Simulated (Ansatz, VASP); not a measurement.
# Two plane-wave programs on ZrHCl4

```xyz
6
Lattice="0.0000 4.0796 4.0796 4.0796 0.0000 4.0796 4.0796 4.0796 0.0000" Properties=species:S:1:pos:R:3 pbc="T T T"
Zr    4.0796    4.0796    4.0796
H     6.1195    6.1195    6.1195
Cl    1.0059    3.0738    3.0738
Cl    1.0059    1.0059    1.0059
Cl    3.0738    1.0059    3.0738
Cl    3.0738    3.0738    1.0059
```

Change from the starting cell: species swapped into the MnBe4Al type (F-43m, No. 216).

Alike in both runs: task single point; functional PBE; k mesh 4 × 4 × 4; occupations gaussian, width 0.1 eV; no spin polarisation.

|  | VASP | Ansatz |
| --- | --- | --- |
| version | VASP 6.6.1 | Ansatz 0.2.0 |
| potentials or method | VASP PAW PBE potentials, release 64 (Zr_sv, H, Cl), cutoff 520 eV | scalar-relativistic, plane waves, PAW |
| valence electrons in the cell | 41 | 41 |

```csv
,VASP,Ansatz,Ansatz less VASP
gap on the k mesh at the Fermi level (eV),none,none,-
pressure (GPa),-4.4,-4.4,+0.08
rms of the force components (eV/Å),0.189,0.189,+0.0004
```

Atom by atom the forces differ by 0.000 eV/Å (rms over components). A gap of «none» marks a metal or a gap that the smearing closes.
